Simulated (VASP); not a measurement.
# Hf in VASP: single point with PBEsol+D4

Aim: the single point of Hf with PBEsol+D4.

All numbers are computed with VASP 6.6.1; they aren't measurements. Logs are shortened: lines on timing, memory, paths and dates and some standing lists are left out, and cuts for length are marked.

**1. The cell of the first run**

The cell holds a slab with vacuum, 12 atoms: a = 6.500 Å, b = 6.500 Å, c = 21.875 Å, α = 90.00°, β = 90.00°, γ = 120.00°.

**2. Single point, PBEsol+D4**

The input, INCAR:

```
SYSTEM = Hf
PREC = Accurate
ENCUT = 400
EDIFF = 1E-6
ISMEAR = 1
SIGMA = 0.1
LREAL = .FALSE.
LASPH = .TRUE.
NELM = 120
ALGO = Normal
ISIF = 2
LWAVE = .FALSE.
LCHARG = .FALSE.
LDIPOL = .TRUE.
IDIPOL = 3
DIPOL = 0.5 0.5 0.428
GGA = PS
IVDW = 13
NBANDS = 72
GGA_COMPAT = .FALSE.
NELMDL = -8
```

The input, KPOINTS:

```
regular mesh
0
G
  6 6 1
  0 0 0
```

The input, POSCAR:

```
Hf
1.0
    6.1421701019      2.1277101370      0.0000000000
   -4.9137360814      4.2554202741      0.0000000000
    0.0000000000      0.0000000000     21.8752403943
Hf
12
Direct
    0.3333333333      0.1666666667      0.3199964834
    0.3333333333      0.6666666667      0.3199964834
    0.8333333333      0.1666666667      0.3199964834
    0.8333333333      0.6666666667      0.3199964834
    0.1666666667      0.3333333333      0.4264112693
    0.1689388838      0.8400476208      0.4245583195
    0.6711087370      0.3310611162      0.4245583195
    0.6599523792      0.8288912630      0.4245583195
    0.3544949488      0.1883247600      0.5412204530
    0.3116752400      0.6661701888      0.5412204530
    0.8338298112      0.1455050512      0.5412204530
    0.8333333333      0.6666666667      0.5356971023
```

Potentials or basis: VASP PAW PBE potentials, release 64 (Hf_pv).

On the command line:

```console
> cat potpaw_PBE.64/Hf_pv/POTCAR > POTCAR
> mpirun -np 1 vasp_std > vasp.out
```

OUTCAR:

```text
SYSTEM = Hf
   PREC = Accurate
   ENCUT = 400
   EDIFF = 1E-6
   ISMEAR = 1
   LREAL = .FALSE.
   LASPH = .TRUE.
   NELM = 120
   ISIF = 2
   GGA = PS
   IVDW = 13
   NELMDL = -8

 ion  position               nearest neighbor table
   1  0.333  0.167  0.320-   6 2.93   7 2.97   5 2.99   2 3.25   2 3.25   3 3.25   3 3.25   4 3.25
                             4 3.25
   2  0.333  0.667  0.320-   8 2.93   6 2.97   5 2.99   1 3.25   1 3.25   4 3.25   4 3.25   3 3.25
                             3 3.25
   3  0.833  0.167  0.320-   7 2.93   8 2.97   5 2.99   4 3.25   4 3.25   1 3.25   1 3.25   2 3.25
                             2 3.25
   4  0.833  0.667  0.320-   8 2.97   7 2.97   6 2.97   3 3.25   3 3.25   2 3.25   2 3.25   1 3.25
                             1 3.25
   5  0.167  0.333  0.426-   1 2.99   2 2.99   3 2.99   9 3.14  11 3.14  10 3.14   6 3.21   8 3.21
                             7 3.21   7 3.29   8 3.29   6 3.29
   6  0.169  0.840  0.425-   1 2.93   4 2.97   2 2.97  12 3.08  10 3.11   5 3.21   9 3.22   8 3.23
                             7 3.23   8 3.27   7 3.27   5 3.29
   7  0.671  0.331  0.425-   3 2.93   4 2.97   1 2.97  12 3.08   9 3.11   5 3.21  11 3.22   8 3.23
                             6 3.23   8 3.27   6 3.27   5 3.29
   8  0.660  0.829  0.425-   2 2.93   4 2.97   3 2.97  12 3.08  11 3.11   5 3.21  10 3.22   7 3.23
                             6 3.23   7 3.27   6 3.27   5 3.29
   9  0.354  0.188  0.541-  12 3.11   7 3.11   5 3.14   6 3.22  10 3.25  11 3.25  10 3.26  11 3.26
                            12 3.39
  10  0.312  0.666  0.541-  12 3.11   6 3.11   5 3.14   8 3.22   9 3.25  11 3.25   9 3.26  11 3.26
                            12 3.39
  11  0.834  0.146  0.541-  12 3.11   8 3.11   5 3.14   7 3.22  10 3.25   9 3.25   9 3.26  10 3.26
                            12 3.39
  12  0.833  0.667  0.536-   8 3.08   7 3.08   6 3.08  11 3.11   9 3.11  10 3.11  10 3.39   9 3.39
                            11 3.39

  LATTYP: Found a hexagonal cell.
 ALAT       =     6.5002618399
 C/A-ratio  =     3.3652860351

  Lattice vectors:

 A1 = (   6.1421701019,   2.1277101370,   0.0000000000)
 A2 = (  -4.9137360814,   4.2554202741,   0.0000000000)
 A3 = (   0.0000000000,   0.0000000000,  21.8752403943)

Analysis of symmetry for initial positions (statically):
=====================================================================
 Subroutine PRICEL returns:
 Original cell was already a primitive cell.

 Routine SETGRP: Setting up the symmetry group for a
 hexagonal supercell.

 Subroutine GETGRP returns: Found  3 space group operations
 (whereof  1 operations were pure point group operations)
 out of a pool of 24 trial point group operations.

The static configuration has the point symmetry C_1 .
 The point group associated with its full space group is C_3 .

Analysis of symmetry for dynamics (positions and initial velocities):
=====================================================================
 Subroutine PRICEL returns:
 Original cell was already a primitive cell.

 Routine SETGRP: Setting up the symmetry group for a
 hexagonal supercell.

 Subroutine GETGRP returns: Found  3 space group operations
 (whereof  1 operations were pure point group operations)
 out of a pool of 24 trial point group operations.

The dynamic configuration has the point symmetry C_1 .
 The point group associated with its full space group is C_3 .

 Subroutine INISYM returns: Found  3 space group operations
 (whereof  1 operations are pure point group operations),
 and found     1 'primitive' translations

----------------------------------------------------------------------------------------

                                     Primitive cell

  volume of cell :     800.4702

  direct lattice vectors                    reciprocal lattice vectors
     6.142170102  2.127710137  0.000000000     0.116292076  0.134282523  0.000000000
    -4.913736081  4.255420274  0.000000000    -0.058146038  0.167853154  0.000000000
     0.000000000  0.000000000 21.875240394     0.000000000  0.000000000  0.045713783

  length of vectors
     6.500261840  6.500261840 21.875240394     0.177639081  0.177639081  0.045713783

  position of ions in fractional coordinates (direct lattice)
     0.333333333  0.166666667  0.319996483
     0.333333333  0.666666667  0.319996483
     0.833333333  0.166666667  0.319996483
     0.833333333  0.666666667  0.319996483
     0.166666667  0.333333333  0.426411269
     0.168938884  0.840047621  0.424558320
     0.671108737  0.331061116  0.424558320
     0.659952379  0.828891263  0.424558320
     0.354494949  0.188324760  0.541220453
     0.311675240  0.666170189  0.541220453
     0.833829811  0.145505051  0.541220453
     0.833333333  0.666666667  0.535697102

  ion indices of the primitive-cell ions
   primitive index   ion index
                 1           1
                 2           2
                 3           3
                 4           4
                 5           5
                 6           6
                 7           7
                 8           8
                 9           9
                10          10
                11          11
                12          12

----------------------------------------------------------------------------------------

 KPOINTS: regular mesh

Automatic generation of k-mesh.
 Grid dimensions read from file:
 generate k-points for:    6    6    1

 Generating k-lattice:

  Cartesian coordinates                     Fractional coordinates (reciprocal lattice)
     0.019382013  0.022380421  0.000000000     0.166666667  0.000000000  0.000000000
    -0.009691006  0.027975526  0.000000000    -0.000000000  0.166666667  0.000000000
     0.000000000  0.000000000  0.045713783     0.000000000  0.000000000  1.000000000

  Length of vectors
     0.029606513  0.029606513  0.045713783

  Shift w.r.t. Gamma in fractional coordinates (k-lattice)
     0.000000000  0.000000000  0.000000000

 Subroutine IBZKPT returns following result:
 ===========================================

 Found      8 irreducible k-points:

 Following reciprocal coordinates:
            Coordinates               Weight
  0.000000  0.000000  0.000000      1.000000
  0.166667  0.000000  0.000000      6.000000
  0.333333  0.000000  0.000000      6.000000
  0.500000 -0.000000  0.000000      3.000000
  0.166667  0.166667  0.000000      6.000000
  0.333333  0.166667  0.000000      6.000000
 -0.333333  0.500000  0.000000      6.000000
  0.333333  0.333333  0.000000      2.000000
   k-points           NKPTS =      8   k-points in BZ     NKDIM =      8   number of bands    NBANDS=     72
   number of dos      NEDOS =    301   number of ions     NIONS =     12
   total plane-waves  NPLWV = 254016
   dimension x,y,z NGX =    42 NGY =   42 NGZ =  144
   dimension x,y,z NGXF=    84 NGYF=   84 NGZF=  288
   ions per type =              12
   NGX,Y,Z   is equivalent  to a cutoff of  10.74, 10.74, 10.94 a.u.
   NGXF,Y,Z  is equivalent  to a cutoff of  21.48, 21.48, 21.89 a.u.
 SYSTEM =  Hf
   PREC   = accura    normal or accurate (medium, high low for compatibility)
   ISTART =      0    job   : 0-new  1-cont  2-samecut
   ICHARG =      2    charge: 1-file 2-atom 10-const
   ISPIN  =      1    spin polarized calculation?
   LNONCOLLINEAR =      F non collinear calculations
   LSORBIT =      F    spin-orbit coupling
   LASPH  =      T    aspherical Exc in radial PAW
   ENCUT  =  400.0 eV  29.40 Ry    5.42 a.u.  10.60 10.60 35.67*2*pi/ulx,y,z
   NELM   =    120;   NELMIN=  2; NELMDL= -8     # of ELM steps
   EDIFF  = 0.1E-05   stopping-criterion for ELM
   LREAL  =      F    real-space projection
   EDIFFG = 0.1E-04   stopping-criterion for IOM
   NSW    =      0    number of steps for IOM
   IBRION =     -1    ionic relax: 0-MD 1-quasi-New 2-CG
   NFREE  =      0    steps in history (QN), initial steepest desc. (CG)
   ISIF   =      2    stress and relaxation
   ISYM   =      2    0-nonsym 1-usesym 2-fastsym
   POTIM  = 0.5000    time-step for ionic-motion
   TEBEG  =    0.0;   TEEND  =   0.0 temperature during run
   PSTRESS=    0.0 pullay stress
   NELECT =     120.0000    total number of electrons
   NUPDOWN=      -1.0000    fix difference up-down
   EMIN   =  10.00;   EMAX   =-10.00  energy-range for DOS
   EFERMI =   0.00;   METHOD = LEGACY
   ISMEAR =     1;   SIGMA  =   0.10  broadening in eV -4-tet -1-fermi 0-gaus
   EFERMI_NEDOS =   21; number of points for ismear=-14 and -15
   IALGO  =     38    algorithm
   IMIX   =      4    mixing-type and parameters
     AMIX     =   0.40;   BMIX     =  1.00
     AMIX_MAG =   1.60;   BMIX_MAG =  1.00
  volume/ion in A,a.u.               =      66.71       450.15
  Fermi-wavevector in a.u.,A,eV,Ry     =   0.869668  1.643434 10.290393  0.756323
  Thomas-Fermi vector in A             =   1.988523
   LORBIT       =      0    0 simple, 1 ext, 2 COOP (PROOUT), +10 PAW based schemes
   GGA     = PS    functional components
   LHFCALC =     F    Hartree Fock is set to
   AEXX    =    0.0000 exact exchange contribution
   IVDW    =    13    specifies the selected vdW correction
   LEPSILON=     F    determine dielectric tensor
   LRPA    =     F    only Hartree local field effects (RPA)
 non-spin polarized calculation
 Methfessel and Paxton  Order N= 1 SIGMA  =   0.10
  energy-cutoff  :      400.00
  volume of cell :      800.47
 maximum number of plane-waves:     14627
   NGX = 21   NGY = 21   NGZ = 71

 dipolmoment           0.000000      0.000000      0.004622 electrons x Angstroem

 number of electron     120.0000020 magnetization

 dipolmoment           0.000000      0.000000     -0.022785 electrons x Angstroem

 Free energy of the ion-electron system (eV)
  ---------------------------------------------------
  ext. energy  EPLUGINS =         0.00000000
  ---------------------------------------------------
  free energy    TOTEN  =      -116.54804810 eV

  energy without entropy =     -116.55356186  energy(sigma->0) =     -116.54988602

 E-fermi :  -1.0703     XC(G=0):  -4.7725

 val. band max:       -1.0731950243   @ k =   0.1667   0.0000   0.0000
 cond. band min:      -1.0651679923   @ k =   0.1667   0.1667   0.0000
 fundamental gap:      0.0080270320
 Fermi energy:        -1.0703112851

 k-point     1 :       0.0000    0.0000    0.0000
  band No.  band energies     occupation
      1     -32.1839      2.00000
      2     -32.1450      2.00000
      3     -32.1376      2.00000
      4     -32.1376      2.00000
      5     -32.1020      2.00000
      6     -32.1020      2.00000
[... 64 lines left out ...]
     71       0.2792     -0.00000
     72       0.2852     -0.00000

 k-point     2 :       0.1667    0.0000    0.0000
  band No.  band energies     occupation
      1     -32.1753      2.00000
      2     -32.1331      2.00000
      3     -32.1184      2.00000
      4     -32.1115      2.00000
      5     -32.0979      2.00000
      6     -32.0957      2.00000
[... 64 lines left out ...]
     71       0.1327     -0.00000
     72       0.2460     -0.00000

 k-point     3 :       0.3333    0.0000    0.0000
  band No.  band energies     occupation
      1     -32.1531      2.00000
      2     -32.1092      2.00000
      3     -32.0965      2.00000
      4     -32.0859      2.00000
      5     -32.0737      2.00000
      6     -32.0392      2.00000
[... 364 lines left out ...]
     71       0.1621     -0.00000
     72       0.2168     -0.00000

 k-point     8 :       0.3333    0.3333    0.0000
  band No.  band energies     occupation
      1     -32.1206      2.00000
      2     -32.1189      2.00000
      3     -32.0950      2.00000
      4     -32.0188      2.00000
      5     -32.0180      2.00000
      6     -32.0072      2.00000
[... 64 lines left out ...]
     71       0.2180     -0.00000
     72       0.2481     -0.00000

------------------------ aborting loop because EDIFF is reached ----------------------------------------

 vacuum level on the upper side and lower side of the slab       (xc-potential included)        -0.244        -0.127

  DFT-D4 for vdW energy calculation

  Edisp (eV):   -0.87464

  FORCE on cell =-STRESS in cart. coord.  units (eV):
  Direction    XX          YY          ZZ          XY          YZ          ZX
  --------------------------------------------------------------------------------------
  -------------------------------------------------------------------------------------
  Total     -20.02675   -20.02675    -4.69820     0.00000    -0.00000     0.00000
  in kB     -40.08444   -40.08444    -9.40366     0.00000    -0.00000     0.00000
  external pressure =      -29.86 kB  Pullay stress =        0.00 kB

 VOLUME and BASIS-vectors are now :
 -----------------------------------------------------------------------------
  energy-cutoff  :      400.00
  volume of cell :      800.47
      direct lattice vectors                 reciprocal lattice vectors
     6.142170102  2.127710137  0.000000000     0.116292076  0.134282523  0.000000000
    -4.913736081  4.255420274  0.000000000    -0.058146038  0.167853154  0.000000000
     0.000000000  0.000000000 21.875240394     0.000000000  0.000000000  0.045713783

 POSITION                                       TOTAL-FORCE (eV/Angst)
 -----------------------------------------------------------------------------------
      1.22843      1.41847      7.00000        -0.049174      0.087544     -0.141946
     -1.22843      3.54618      7.00000        -0.051229     -0.086358     -0.141946
      4.29952      2.48233      7.00000         0.100402     -0.001186     -0.141946
      1.84265      4.61004      7.00000        -0.000000     -0.000000     -0.247219
     -0.61422      1.77309      9.32785        -0.000000     -0.000000      0.643550
     -3.09012      3.93421      9.28732        -0.020377      0.003140      0.815515
      2.49532      2.83673      9.28732         0.012907      0.016077      0.815515
     -0.01941      4.93147      9.28732         0.007469     -0.019217      0.815515
      1.25199      1.55566     11.83933        -0.031968     -0.422443     -0.706270
     -1.35902      3.49799     11.83933         0.381831      0.183536     -0.706270
      4.40655      2.39333     11.83933        -0.349863      0.238907     -0.706270
      1.84265      4.61004     11.71850         0.000000     -0.000000     -0.298226
 -----------------------------------------------------------------------------------
    total drift:                                0.000000      0.000000     -0.002687

  FREE ENERGIE OF THE ION-ELECTRON SYSTEM (eV)
  ---------------------------------------------------
  free  energy   TOTEN  =      -117.4226904281 eV

  energy  without entropy=     -117.4282041841  energy(sigma->0) =     -117.42452835

 vacuum level on the upper side and lower side of the slab         2.887         3.010
```

It took 25 min on 1 thread of Oxide Virtual Turin-like, shared host; peak memory 0.64 GiB.

Results:

| Item | Value |
| --- | --- |
| Free energy | -117.4227 eV |
| Largest force | 0.824 eV/Å |
| Band gap on the k mesh | zero (bands 60 and 61 overlap by 0.82 eV) |
| Dispersion energy per atom | -0.073 eV |

Forces on the atoms (eV/Å):
```
Hf  -0.049  0.088 -0.142
Hf  -0.051 -0.086 -0.142
Hf   0.100 -0.001 -0.142
Hf   0.000  0.000 -0.247
Hf   0.000  0.000  0.644
Hf  -0.020  0.003  0.816
Hf   0.013  0.016  0.816
Hf   0.007 -0.019  0.816
Hf  -0.032 -0.422 -0.706
Hf   0.382  0.184 -0.706
Hf  -0.350  0.239 -0.706
Hf   0.000  0.000 -0.298
```

Caveat: the PAW data sets were made with another functional, which shifts forces and pressure a little; spin-orbit coupling is left out, which moves the levels of the heavy elements.
